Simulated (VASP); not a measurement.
# Be3ZnTe4 (P-43m) in VASP: notebook, part 2 of 2

VASP 6.6.1. The steps go on from the part before.

### 3 Single point, PBE

The input, INCAR:

```
PREC     = Accurate       # precision mode
ENCUT    = 520            # plane-wave cutoff, eV
EDIFF    = 1E-6           # SCF threshold, eV
ISMEAR   = 0              # smearing method
SIGMA    = 0.02           # smearing width, eV
LREAL    = False          # projectors in reciprocal space
LASPH    = True           # aspherical terms in the spheres
NELM     = 100            # most SCF steps
ALGO     = Normal         # electronic algorithm
ISIF     = 2              # what is computed and relaxed
LWAVE    = False          # write WAVECAR
LCHARG   = False          # write CHGCAR
GGA      = PE             # functional
NBANDS   = 31             # bands
```

The input, KPOINTS:

```
Automatic mesh
0
Gamma
  6 6 6
```

The input, POSCAR:

```
Be3ZnTe4
1.0
    5.7955781000      0.0000000000      0.0000000000
    0.0000000000      5.7955781000      0.0000000000
    0.0000000000      0.0000000000      5.7955781000
Be Zn Te
3 1 4
Direct
    0.0000000000      0.5000000000      0.0000000000
    0.0000000000      0.0000000000      0.5000000000
    0.5000000000      0.0000000000      0.0000000000
    0.5000000000      0.5000000000      0.5000000000
    0.2393510000      0.7606490000      0.7606490000
    0.2393510000      0.2393510000      0.2393510000
    0.7606490000      0.7606490000      0.2393510000
    0.7606490000      0.2393510000      0.7606490000
```

Potentials or basis: VASP PAW PBE potentials, release 64 (Be, Zn, Te).

The run is started by

```
cat potpaw_PBE.64/Be/POTCAR potpaw_PBE.64/Zn/POTCAR potpaw_PBE.64/Te/POTCAR > POTCAR
mpirun -np 1 vasp_std > vasp.out
```

OUTCAR:

```text
PREC = Accurate
   ENCUT = 520
   EDIFF = 1E-6
   ISMEAR = 0
   LREAL = False
   LASPH = True
   NELM = 100
   ISIF = 2
   GGA = PE

 ion  position               nearest neighbor table
   1  0.000  0.500  0.000-   5 2.48   6 2.48   7 2.48   8 2.48
   2  0.000  0.000  0.500-   5 2.48   6 2.48   7 2.48   8 2.48
   3  0.500  0.000  0.000-   5 2.48   6 2.48   7 2.48   8 2.48
   4  0.500  0.500  0.500-   5 2.62   6 2.62   7 2.62   8 2.62
   5  0.239  0.761  0.761-   1 2.48   2 2.48   3 2.48   4 2.62
   6  0.239  0.239  0.239-   1 2.48   2 2.48   3 2.48   4 2.62
   7  0.761  0.761  0.239-   1 2.48   2 2.48   3 2.48   4 2.62
   8  0.761  0.239  0.761-   1 2.48   2 2.48   3 2.48   4 2.62

  LATTYP: Found a simple cubic cell.
 ALAT       =     5.7955781000

  Lattice vectors:

 A1 = (   5.7955781000,   0.0000000000,   0.0000000000)
 A2 = (   0.0000000000,   5.7955781000,   0.0000000000)
 A3 = (   0.0000000000,   0.0000000000,   5.7955781000)

Analysis of symmetry for initial positions (statically):
=====================================================================
 Subroutine PRICEL returns:
 Original cell was already a primitive cell.

 Routine SETGRP: Setting up the symmetry group for a
 simple cubic supercell.

 Subroutine GETGRP returns: Found 24 space group operations
 (whereof 24 operations were pure point group operations)
 out of a pool of 48 trial point group operations.

The static configuration has the point symmetry T_d .

Analysis of symmetry for dynamics (positions and initial velocities):
=====================================================================
 Subroutine PRICEL returns:
 Original cell was already a primitive cell.

 Routine SETGRP: Setting up the symmetry group for a
 simple cubic supercell.

 Subroutine GETGRP returns: Found 24 space group operations
 (whereof 24 operations were pure point group operations)
 out of a pool of 48 trial point group operations.

The dynamic configuration has the point symmetry T_d .

 Subroutine INISYM returns: Found 24 space group operations
 (whereof 24 operations are pure point group operations),
 and found     1 'primitive' translations

----------------------------------------------------------------------------------------

                                     Primitive cell

  volume of cell :     194.6661

  direct lattice vectors                    reciprocal lattice vectors
     5.795578100  0.000000000  0.000000000     0.172545341  0.000000000  0.000000000
     0.000000000  5.795578100  0.000000000     0.000000000  0.172545341  0.000000000
     0.000000000  0.000000000  5.795578100     0.000000000  0.000000000  0.172545341

  length of vectors
     5.795578100  5.795578100  5.795578100     0.172545341  0.172545341  0.172545341

  position of ions in fractional coordinates (direct lattice)
     0.000000000  0.500000000  0.000000000
     0.000000000  0.000000000  0.500000000
     0.500000000  0.000000000  0.000000000
     0.500000000  0.500000000  0.500000000
[... 41 lines left out ...]

 Following reciprocal coordinates:
            Coordinates               Weight
  0.000000  0.000000  0.000000      1.000000
  0.166667  0.000000  0.000000      6.000000
  0.333333  0.000000  0.000000      6.000000
  0.500000  0.000000  0.000000      3.000000
  0.166667  0.166667  0.000000     12.000000
  0.333333  0.166667  0.000000     24.000000
[... 12 lines left out ...]
  0.500000  0.500000  0.333333      6.000000
  0.500000  0.500000  0.500000      1.000000
   k-points           NKPTS =     20   k-points in BZ     NKDIM =     20   number of bands    NBANDS=     31
   number of dos      NEDOS =    301   number of ions     NIONS =      8
   total plane-waves  NPLWV = 110592
   dimension x,y,z NGX =    48 NGY =   48 NGZ =   48
   dimension x,y,z NGXF=    96 NGYF=   96 NGZF=   96
   ions per type =               3   1   4
   NGX,Y,Z   is equivalent  to a cutoff of  13.77, 13.77, 13.77 a.u.
   NGXF,Y,Z  is equivalent  to a cutoff of  27.54, 27.54, 27.54 a.u.
 SYSTEM =  unknown system
   PREC   = accura    normal or accurate (medium, high low for compatibility)
   ISTART =      0    job   : 0-new  1-cont  2-samecut
   ICHARG =      2    charge: 1-file 2-atom 10-const
   ISPIN  =      1    spin polarized calculation?
   LNONCOLLINEAR =      F non collinear calculations
   LSORBIT =      F    spin-orbit coupling
   LASPH  =      T    aspherical Exc in radial PAW
   ENCUT  =  520.0 eV  38.22 Ry    6.18 a.u.  10.78 10.78 10.78*2*pi/ulx,y,z
   NELM   =    100;   NELMIN=  2; NELMDL= -5     # of ELM steps
   EDIFF  = 0.1E-05   stopping-criterion for ELM
   LREAL  =      F    real-space projection
   EDIFFG = 0.1E-04   stopping-criterion for IOM
   NSW    =      0    number of steps for IOM
   IBRION =     -1    ionic relax: 0-MD 1-quasi-New 2-CG
   NFREE  =      0    steps in history (QN), initial steepest desc. (CG)
   ISIF   =      2    stress and relaxation
   ISYM   =      2    0-nonsym 1-usesym 2-fastsym
   POTIM  = 0.5000    time-step for ionic-motion
   TEBEG  =    0.0;   TEEND  =   0.0 temperature during run
   PSTRESS=    0.0 pullay stress
   NELECT =      42.0000    total number of electrons
   NUPDOWN=      -1.0000    fix difference up-down
   EMIN   =  10.00;   EMAX   =-10.00  energy-range for DOS
   EFERMI =   0.00;   METHOD = LEGACY
   ISMEAR =     0;   SIGMA  =   0.02  broadening in eV -4-tet -1-fermi 0-gaus
   EFERMI_NEDOS =   21; number of points for ismear=-14 and -15
   IALGO  =     38    algorithm
   IMIX   =      4    mixing-type and parameters
     AMIX     =   0.40;   BMIX     =  1.00
     AMIX_MAG =   1.60;   BMIX_MAG =  1.00
  volume/ion in A,a.u.               =      24.33       164.21
  Fermi-wavevector in a.u.,A,eV,Ry     =   0.981886  1.855496 13.117384  0.964101
  Thomas-Fermi vector in A             =   2.112927
   LORBIT       =      0    0 simple, 1 ext, 2 COOP (PROOUT), +10 PAW based schemes
   GGA     = PE    functional components
   LHFCALC =     F    Hartree Fock is set to
   AEXX    =    0.0000 exact exchange contribution
   IVDW    =     0    specifies the selected vdW correction
   LEPSILON=     F    determine dielectric tensor
   LRPA    =     F    only Hartree local field effects (RPA)
 non-spin polarized calculation
 Gauss-broadening in eV      SIGMA  =   0.02
  energy-cutoff  :      520.00
  volume of cell :      194.67
 maximum number of plane-waves:      5263
 NGX is ok and might be reduce to    48
   NGX = 21   NGY = 21   NGZ = 21

 number of electron      41.9999993 magnetization

 Free energy of the ion-electron system (eV)
  ---------------------------------------------------
  ext. energy  EPLUGINS =         0.00000000
  ---------------------------------------------------
  free energy    TOTEN  =       -27.90017775 eV

  energy without entropy =      -27.90017775  energy(sigma->0) =      -27.90017775

 E-fermi :   4.4762     XC(G=0):  -8.9513

 val. band max:        4.3436895656   @ k =   0.0000   0.0000   0.0000
 cond. band min:       6.2145847140   @ k =   0.0000   0.0000   0.0000
 fundamental gap:      1.8708951485
 Fermi energy:         4.4761866001

 k-point     1 :       0.0000    0.0000    0.0000
  band No.  band energies     occupation
      1      -7.6936      2.00000
      2      -6.1081      2.00000
      3      -6.1081      2.00000
      4      -6.1081      2.00000
      5      -2.3494      2.00000
      6      -2.3494      2.00000
[... 669 lines left out ...]
     30       9.2030      0.00000
     31       9.2532      0.00000

------------------------ aborting loop because EDIFF is reached ----------------------------------------

  FORCE on cell =-STRESS in cart. coord.  units (eV):
  Direction    XX          YY          ZZ          XY          YZ          ZX
  --------------------------------------------------------------------------------------
  -------------------------------------------------------------------------------------
  Total        0.1463723      0.1463723      0.1463723      0.0000000      0.0000000      0.0000000
  in kB        1.2047011      1.2047011      1.2047011      0.0000000      0.0000000      0.0000000
  external PRESSURE =       1.2047011 kB  Pullay stress =       0.0000000 kB

 VOLUME and BASIS-vectors are now :
 -----------------------------------------------------------------------------
  energy-cutoff  :      520.00
  volume of cell :      194.67
      direct lattice vectors                 reciprocal lattice vectors
     5.795578100  0.000000000  0.000000000     0.172545341  0.000000000  0.000000000
     0.000000000  5.795578100  0.000000000     0.000000000  0.172545341  0.000000000
     0.000000000  0.000000000  5.795578100     0.000000000  0.000000000  0.172545341

 POSITION                                       TOTAL-FORCE (eV/Angst)
 -----------------------------------------------------------------------------------
      0.00000      2.89779      0.00000         0.000000     -0.000000      0.000000
      0.00000      0.00000      2.89779         0.000000      0.000000      0.000000
      2.89779      0.00000      0.00000         0.000000      0.000000      0.000000
      2.89779      2.89779      2.89779         0.000000     -0.000000      0.000000
      1.38718      4.40840      4.40840        -0.003344      0.003344      0.003344
      1.38718      1.38718      1.38718        -0.003344     -0.003344     -0.003344
      4.40840      4.40840      1.38718         0.003344      0.003344     -0.003344
      4.40840      1.38718      4.40840         0.003344     -0.003344      0.003344
 -----------------------------------------------------------------------------------
    total drift:                                0.000000      0.000000     -0.000000

  FREE ENERGIE OF THE ION-ELECTRON SYSTEM (eV)
  ---------------------------------------------------
  free  energy   TOTEN  =       -27.9001777502 eV

  energy  without entropy=      -27.9001777502  energy(sigma->0) =      -27.90017775
```

It took 63 s on 1 thread of Intel Xeon 6975P-C (Granite Rapids), shared host; peak memory 0.38 GiB.

What came out:

```
Free energy            : -27.9002 eV
Pressure               : 0.1 GPa
Largest force          : 0.006 eV/Å
Band gap on the k mesh : 1.87 eV
```

Forces in eV/Å, atoms in the order of the input:
```
Be   0.000  0.000  0.000
Be   0.000  0.000  0.000
Be   0.000  0.000  0.000
Zn   0.000  0.000  0.000
Te  -0.003  0.003  0.003
Te  -0.003 -0.003 -0.003
Te   0.003  0.003 -0.003
Te   0.003 -0.003  0.003
```

Levels at points of the mesh, in eV from the valence-band top:
```
           k point  band 19  band 20  band 21  band 22  band 23  band 24
(0.00, 0.00, 0.00)     0.00     0.00     0.00     1.87     2.11     2.11
(0.50, 0.00, 0.00)    -1.74    -1.26    -1.26     2.46     2.87     3.92
(0.50, 0.50, 0.00)    -1.11    -0.89    -0.89     3.41     3.47     3.47
(0.50, 0.50, 0.50)    -0.71    -0.71    -0.71     2.09     2.75     2.75
```

Caveat: spin-orbit coupling is left out, which moves the levels of the heavy elements.

### 4 Relaxation of cell and atoms, PBE

The input, INCAR:

```
SYSTEM = Be3ZnTe4
PREC = Accurate
ENCUT = 600
EDIFF = 1E-6
ISMEAR = 0
SIGMA = 0.02
LREAL = .FALSE.
LASPH = .TRUE.
NELM = 100
ALGO = Normal
ISIF = 3
LWAVE = .FALSE.
LCHARG = .FALSE.
GGA = PE
IBRION = 2
NSW = 100
EDIFFG = -0.01
```

The input, KPOINTS:

```
Automatic mesh
0
G
  6 6 6
  0 0 0
```

POSCAR is that of step 3.

The run is started by

```
cat potpaw_PBE.64/Be/POTCAR potpaw_PBE.64/Zn/POTCAR potpaw_PBE.64/Te/POTCAR > POTCAR
mpirun -np 1 vasp_std > vasp.out
```

Wall time 100 s (1 thread of Intel Xeon 6975P-C (Granite Rapids), shared host); peak memory 0.41 GiB.

Results (log left out):

```yaml
Free_energy: -27.9002 eV
Relaxed_volume: 24.39 Å³/atom
Relaxed_cell: a = 5.800 Å, b = 5.800 Å, c = 5.800 Å, α = 90.00°, β = 90.00°, γ = 90.00°
Space_group_after_relaxing_to_0.1_Å: P-43m (No. 215)
Energy_gained_by_relaxing: 0.0 meV/atom
Ionic_steps: 2
Pressure_after_relaxing: 0.0 GPa
Band_gap_on_the_k_mesh: 1.87 eV
```

Step by step:
```tsv
step	energy change (eV)	largest force (eV/Å)	pressure (GPa)	volume (Å³)
1	0.0000	0.0058	0.11	194.67
2	-0.0001	0.0009	0.00	195.13
```

Final structure:
```
Be Zn Te
1.0
     5.80014    0.00000    0.00000
     0.00000    5.80014    0.00000
     0.00000    0.00000    5.80014
Be Zn Te
3 1 4
Cartesian
  5.8001 2.9001 0.0000
  0.0000 0.0000 2.9001
  2.9001 5.8001 0.0000
  2.9001 2.9001 2.9001
  1.3881 4.4120 4.4120
  1.3881 1.3881 1.3881
  4.4120 4.4120 1.3881
  4.4120 1.3881 4.4120
```

Levels at points of the mesh, in eV from the valence-band top:
```csv
k point,band 17,band 18,band 19,band 20,band 21,band 22,band 23,band 24,band 25,band 26
"(0.00, 0.00, 0.00)",-2.40,-2.40,0.00,0.00,0.00,1.87,2.11,2.11,2.11,2.88
"(0.50, 0.00, 0.00)",-2.69,-1.73,-1.73,-1.26,-1.26,2.47,2.87,3.92,4.02,5.06
"(0.50, 0.50, 0.00)",-2.85,-1.52,-1.11,-0.89,-0.89,3.40,3.47,3.47,4.02,5.22
"(0.50, 0.50, 0.50)",-1.18,-1.18,-0.71,-0.71,-0.71,2.08,2.75,2.75,2.75,4.37
```

Caveat: spin-orbit coupling is left out, which moves the levels of the heavy elements. A k mesh can miss the band edges.

### 5 Summary

```csv
task,cell,k mesh,cutoff (eV),smearing,gap on the mesh (eV),pressure (GPa)
single point,as given,4 × 4 × 4,520,gaussian 0.1 eV,1.87,0.1
single point,as given,6 × 6 × 6,520,gaussian 0.02 eV,1.87,0.1
relaxation of cell and atoms,relaxed,6 × 6 × 6,600,gaussian 0.02 eV,1.87,0.0
```

Alike in all rows: level PBE; potentials or basis VASP PAW PBE potentials, release 64 (Be, Zn, Te); no spin polarisation.

Caveats: spin-orbit coupling is left out, which moves the levels of the heavy elements.

Absolute energies hang on the potentials; compare differences alone.
